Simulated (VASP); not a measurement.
# O (R-3m) in VASP: a series of runs, part 2 of 2

VASP 6.6.1. Earlier steps stand in the parts before.

## (3) Electric field gradients, PBE (shortest bond scaled by 1.1)

INCAR reads:

```
SYSTEM = O
PREC = Accurate ; ENCUT = 520
EDIFF = 1E-8 ; ISMEAR = -1
SIGMA = 0.03 ; LREAL = .False.
LASPH = .True. ; NELM = 60
ALGO = Normal ; ISIF = 2
LWAVE = .False. ; LCHARG = .False.
GGA = PE ; LEFG = .True.
NBANDS = 13
```

KPOINTS reads:

```
regular mesh
0
Gamma
  10 10 10
  0 0 0
```

POSCAR reads:

```
O
1.0
    1.4233500000      0.8217715057      3.4083000000
   -1.4233500000      0.8217715057      3.4083000000
    0.0000000000     -1.6435430113      3.4083000000
O
2
Direct
    0.0634700000      0.0634700000      0.0634700000
    0.9365300000      0.9365300000      0.9365300000
```

Potentials or basis: VASP PAW PBE potentials, release 64 (O).

Run with:

```console
cat potpaw_PBE.64/O/POTCAR > POTCAR
mpirun -np 1 vasp_std > vasp.out
```

OUTCAR:

```text
SYSTEM = O
   PREC = Accurate
   ENCUT = 520
   EDIFF = 1E-8
   ISMEAR = -1
   LREAL = .False.
   LASPH = .True.
   NELM = 60
   ISIF = 2
   GGA = PE

 ion  position               nearest neighbor table
   1  0.063  0.063  0.063-   2 1.30
   2  0.937  0.937  0.937-   1 1.30

  LATTYP: Found a trigonal (rhomboedric) cell.
 ALAT       =     3.7838792951
 COS(alpha) =     0.7170049371

  Lattice vectors:

 A1 = (   1.4233500000,   0.8217715057,   3.4083000000)
 A2 = (  -1.4233500000,   0.8217715057,   3.4083000000)
 A3 = (   0.0000000000,  -1.6435430113,   3.4083000000)

Analysis of symmetry for initial positions (statically):
=====================================================================
 Subroutine PRICEL returns:
 Original cell was already a primitive cell.

 Routine SETGRP: Setting up the symmetry group for a
 trigonal (rhombohedral) supercell.

 Subroutine GETGRP returns: Found 12 space group operations
 (whereof 12 operations were pure point group operations)
 out of a pool of 12 trial point group operations.

The static configuration has the point symmetry D_3d.

Analysis of symmetry for dynamics (positions and initial velocities):
=====================================================================
 Subroutine PRICEL returns:
 Original cell was already a primitive cell.

 Routine SETGRP: Setting up the symmetry group for a
 trigonal (rhombohedral) supercell.

 Subroutine GETGRP returns: Found 12 space group operations
 (whereof 12 operations were pure point group operations)
 out of a pool of 12 trial point group operations.

The dynamic configuration has the point symmetry D_3d.

[... 524 lines left out ...]
      3      -7.2607      2.00000
      4      -6.3351      2.00000
      5      -5.5718      2.00000
      6      -1.2569      2.00000
      7       0.1430      0.00000
      8       7.3719      0.00000
      9      12.2596      0.00000
     10      15.6577      0.00000
     11      16.0770      0.00000
     12      19.6229      0.00000
     13      22.7006      0.00000

 [... further k-points ...]

------------------------ aborting loop because EDIFF is reached ----------------------------------------

  FORCE on cell =-STRESS in cart. coord.  units (eV):
  Direction    XX          YY          ZZ          XY          YZ          ZX
  --------------------------------------------------------------------------------------
  -------------------------------------------------------------------------------------
  Total       -0.7808912     -0.7808912     -3.8249343     -0.0000000     -0.0000000     -0.0000000
  in kB      -52.3057324    -52.3057324   -256.2021173     -0.0000000     -0.0000000     -0.0000000
  external PRESSURE =    -120.2711940 kB  Pullay stress =       0.0000000 kB

 VOLUME and BASIS-vectors are now :
 -----------------------------------------------------------------------------
  energy-cutoff  :      520.00
  volume of cell :       23.92
      direct lattice vectors                 reciprocal lattice vectors
     1.423350000  0.821771506  3.408300000     0.351283943  0.202813879  0.097800467
    -1.423350000  0.821771506  3.408300000    -0.351283943  0.202813879  0.097800467
     0.000000000 -1.643543011  3.408300000     0.000000000 -0.405627758  0.097800467

 POSITION                                       TOTAL-FORCE (eV/Angst)
 -----------------------------------------------------------------------------------
      0.00000      0.00000      0.64897         0.000000     -0.000000     -3.887649
      0.00000      0.00000      9.57593         0.000000      0.000000      3.887649
 -----------------------------------------------------------------------------------
    total drift:                                0.000000     -0.000000      0.000000

  FREE ENERGIE OF THE ION-ELECTRON SYSTEM (eV)
  ---------------------------------------------------
  free  energy   TOTEN  =        -9.2485210741 eV

  energy  without entropy=       -9.2435866661  energy(sigma->0) =       -9.24605387

 Electric field gradients (V/A^2)
---------------------------------------------------------------------
 ion       V_xx      V_yy      V_zz      V_xy      V_xz      V_yz
---------------------------------------------------------------------
   1     -73.030   -73.030   146.060    -0.000    -0.000    -0.000
   2     -73.030   -73.030   146.060    -0.000    -0.000    -0.000
---------------------------------------------------------------------

 Electric field gradients after diagonalization (V/A^2)
 (convention: |V_zz| > |V_xx| > |V_yy|)
----------------------------------------------------------------------
 ion       V_xx      V_yy      V_zz     asymmetry (V_yy - V_xx)/ V_zz
----------------------------------------------------------------------
   1     -73.030   -73.030   146.060       0.000
   2     -73.030   -73.030   146.060       0.000
----------------------------------------------------------------------

           NMR quadrupolar parameters

 Cq : quadrupolar parameter    Cq=e*Q*V_zz/h
 eta: asymmetry parameters     (V_yy - V_xx)/ V_zz
 Q  : nuclear electric quadrupole moment in mb (millibarn)
----------------------------------------------------------------------
 ion       Cq(MHz)       eta       Q (mb)
----------------------------------------------------------------------
   1       0.353       0.000       1.000
   2       0.353       0.000       1.000
----------------------------------------------------------------------
```

Run time: 84 s. Hardware: 1 thread of AMD EPYC 7R13, shared host; peak memory 0.13 GiB.

Results:

- Free energy: -9.2485 eV
- Pressure: -12.0 GPa
- Largest force: 3.888 eV/Å
- Band gap on the k mesh: zero (bands 6 and 7 overlap by 1.28 eV)
- Largest electric field gradient by atom: O +146.1 V/Å²

Forces on the atoms (eV/Å):
```
O    0.000  0.000 -3.888
O    0.000  0.000  3.888
```

Stress tensor (GPa, compression positive):
```
 -5.23   0.00   0.00
  0.00  -5.23   0.00
  0.00   0.00 -25.62
```

Electric field gradients, principal values (V/Å²):
| atom | least | middle | greatest (by size) |
| --- | --- | --- | --- |
| 1 O | -73.030 | -73.030 | 146.060 |
| 2 O | -73.030 | -73.030 | 146.060 |

Caveat: the cell differs from its parent crystal (shortest bond scaled by 1.1); spin is off for a triplet molecule; the stress differs along the axes, from -26 to -5 GPa; this functional lacks dispersion, which holds the molecules together, so the pressure and a relaxed volume are unreliable; without QUAD_EFG the Cq values of the log hold for a quadrupole moment of 1 mb, not for the nuclei; forces of over 1 eV/Å act on the atoms, so gaps and moduli don't describe the material at rest.

## (4) Electric field gradients, PBE (shortest bond scaled by 0.88)

INCAR reads:

```
SYSTEM = O
ALGO = Normal
EDIFF = 1E-8
ENCUT = 520
GGA = PE
ISIF = 2
ISMEAR = -1
LASPH = .TRUE.
LCHARG = .FALSE.
LEFG = .TRUE.
LREAL = .FALSE.
LWAVE = .FALSE.
NBANDS = 13
NELM = 60
PREC = Accurate
SIGMA = 0.03
```

KPOINTS reads:

```
k-points
0
G
  10 10 10
  0 0 0
```

POSCAR reads:

```
O
1.0
    1.4233500000      0.8217715057      3.4083000000
   -1.4233500000      0.8217715057      3.4083000000
    0.0000000000     -1.6435430113      3.4083000000
O
2
Direct
    0.0507760000      0.0507760000      0.0507760000
    0.9492240000      0.9492240000      0.9492240000
```

Potentials or basis: VASP PAW PBE potentials, release 64 (O).

Run with:

```console
cat potpaw_PBE.64/O/POTCAR > POTCAR
mpirun -np 1 vasp_std > vasp.out
```

OUTCAR:

```text
SYSTEM = O
   EDIFF = 1E-8
   ENCUT = 520
   GGA = PE
   ISIF = 2
   ISMEAR = -1
   LASPH = .TRUE.
   LREAL = .FALSE.
   NELM = 60
   PREC = Accurate

 ion  position               nearest neighbor table
   1  0.051  0.051  0.051-   2 1.04
   2  0.949  0.949  0.949-   1 1.04

  LATTYP: Found a trigonal (rhomboedric) cell.
 ALAT       =     3.7838792951
 COS(alpha) =     0.7170049371

  Lattice vectors:

 A1 = (   1.4233500000,   0.8217715057,   3.4083000000)
 A2 = (  -1.4233500000,   0.8217715057,   3.4083000000)
[... 596 lines left out ...]
  free  energy   TOTEN  =        -7.1905410887 eV

  energy  without entropy=       -7.1860562318  energy(sigma->0) =       -7.18829866

 Electric field gradients (V/A^2)
---------------------------------------------------------------------
 ion       V_xx      V_yy      V_zz      V_xy      V_xz      V_yz
---------------------------------------------------------------------
   1     -34.233   -34.233    68.466    -0.000     0.000    -0.000
   2     -34.233   -34.233    68.466     0.000    -0.000    -0.000
---------------------------------------------------------------------

 Electric field gradients after diagonalization (V/A^2)
 (convention: |V_zz| > |V_xx| > |V_yy|)
----------------------------------------------------------------------
 ion       V_xx      V_yy      V_zz     asymmetry (V_yy - V_xx)/ V_zz
----------------------------------------------------------------------
   1     -34.233   -34.233    68.466       0.000
   2     -34.233   -34.233    68.466       0.000
----------------------------------------------------------------------

           NMR quadrupolar parameters

 Cq : quadrupolar parameter    Cq=e*Q*V_zz/h
 eta: asymmetry parameters     (V_yy - V_xx)/ V_zz
 Q  : nuclear electric quadrupole moment in mb (millibarn)
----------------------------------------------------------------------
 ion       Cq(MHz)       eta       Q (mb)
----------------------------------------------------------------------
   1       0.166       0.000       1.000
   2       0.166       0.000       1.000
----------------------------------------------------------------------
```

OSZICAR:

```text
N       E                     dE             d eps       ncg     rms          rms(c)
DAV:   1     0.412037695555E+02    0.41204E+02   -0.63119E+03  3056   0.845E+02
DAV:   2    -0.642139375023E+01   -0.47625E+02   -0.46001E+02  3877   0.190E+02
DAV:   3    -0.774400926920E+01   -0.13226E+01   -0.13060E+01  3616   0.288E+01
DAV:   4    -0.774814186671E+01   -0.41326E-02   -0.41323E-02  3466   0.197E+00
DAV:   5    -0.774815925238E+01   -0.17386E-04   -0.17386E-04  3591   0.121E-01    0.551E+00
DAV:   6    -0.728960348675E+01    0.45856E+00   -0.48015E-01  3581   0.592E+00    0.269E+00
DAV:   7    -0.718967790400E+01    0.99926E-01   -0.25824E-01  3741   0.447E+00    0.692E-01
DAV:   8    -0.719027683708E+01   -0.59893E-03   -0.12191E-02  3421   0.983E-01    0.161E-01
DAV:   9    -0.719056779629E+01   -0.29096E-03   -0.93160E-04  3676   0.279E-01    0.520E-02
DAV:  10    -0.719053420190E+01    0.33594E-04   -0.15029E-04  3421   0.102E-01    0.115E-02
DAV:  11    -0.719054055343E+01   -0.63515E-05   -0.75116E-06  3191   0.236E-02    0.333E-03
DAV:  12    -0.719054109785E+01   -0.54443E-06   -0.64786E-07  3426   0.710E-03    0.807E-04
DAV:  13    -0.719054108869E+01    0.91585E-08   -0.21497E-08  3421   0.132E-03
   1 F= -.71905411E+01 E0= -.71882987E+01  d E =-.448486E-02
```

stdout:

```text
POSCAR found type information on POSCAR O
 POSCAR found :  1 types and       2 ions
 scaLAPACK will be used
 LDA part: xc-table for (Slater+PW92), standard interpolation
 POSCAR, INCAR and KPOINTS ok, starting setup
 FFT: planning ... GRIDC
 FFT: planning ... GRID_SOFT
 FFT: planning ... GRID
 WAVECAR not read
 entering main loop
ion   1

ion   2
```

Run time: 77 s. Hardware: 1 thread of AMD EPYC 7R13, shared host; peak memory 0.13 GiB.

What came out:

```yaml
Free_energy: -7.1905 eV
Pressure: 64.7 GPa
Largest_force: 29.380 eV/Å
Band_gap_on_the_k_mesh: zero (bands 6 and 7 overlap by 1.37 eV)
Largest_electric_field_gradient_by_atom: O +68.5 V/Å²
```

Forces on the atoms (eV/Å):
```
O     0.000   0.000  29.380
O     0.000   0.000 -29.380
```

Levels at points of the mesh, in eV from the Fermi level:
```csv
k point,band 2,band 3,band 4,band 5,band 6,band 7,band 8,band 9,band 10,band 11
"(0.00, 0.00, 0.00)",-14.20,-10.87,-10.01,-10.01,0.61,0.61,6.89,12.46,15.00,19.52
"(0.50, 0.00, 0.00)",-13.99,-11.90,-10.35,-9.54,-0.86,0.12,9.89,11.06,16.08,16.19
"(0.50, 0.50, 0.00)",-14.31,-11.79,-10.47,-9.04,-1.46,0.59,10.27,11.24,13.81,15.09
"(0.50, 0.50, 0.50)",-15.27,-10.06,-10.06,-9.21,0.81,0.81,7.16,8.08,16.61,18.81
```

Electric field gradients, principal values (V/Å²):
| atom | least | middle | greatest (by size) |
| --- | --- | --- | --- |
| 1 O | -34.233 | -34.233 | 68.466 |
| 2 O | -34.233 | -34.233 | 68.466 |

Caveat: the cell differs from its parent crystal (shortest bond scaled by 0.88); the standard files for N, O and F lose accuracy on very short bonds; spin is off for a triplet molecule; the stress differs along the axes, from -7 to 209 GPa; this functional lacks dispersion, which holds the molecules together, so the pressure and a relaxed volume are unreliable; without QUAD_EFG the Cq values of the log hold for a quadrupole moment of 1 mb, not for the nuclei; forces of over 1 eV/Å act on the atoms, so gaps and moduli don't describe the material at rest.

## (5) The runs side by side

| cell | gap on the mesh (eV) | pressure (GPa) | largest force (eV/Å) |
| --- | --- | --- | --- |
| as given, atomic positions A | none | 9.4 | 4.30 |
| as given, atomic positions B | none | -12.0 | 3.89 |
| as given, atomic positions C | none | 64.7 | 29.38 |

Alike in all rows: task electric field gradients; level PBE; potentials or basis VASP PAW PBE potentials, release 64 (O); no spin polarisation; k mesh 10 × 10 × 10; cutoff (eV) 520; smearing fermi-dirac 0.03 eV.

Caveats: spin is off for a triplet molecule; this functional lacks dispersion, which holds the molecules together, so the pressure and a relaxed volume are unreliable; forces of over 1 eV/Å act on the atoms, so gaps and moduli don't describe the material at rest; the standard files for N, O and F lose accuracy on very short bonds (at least some runs); the stress differs along the axes, from -6 to 41 GPa (at least some runs); the stress differs along the axes, from -26 to -5 GPa (at least some runs); the stress differs along the axes, from -7 to 209 GPa (at least some runs).

Total energies depend on the potentials used, so only differences within one code and one set of settings carry meaning.
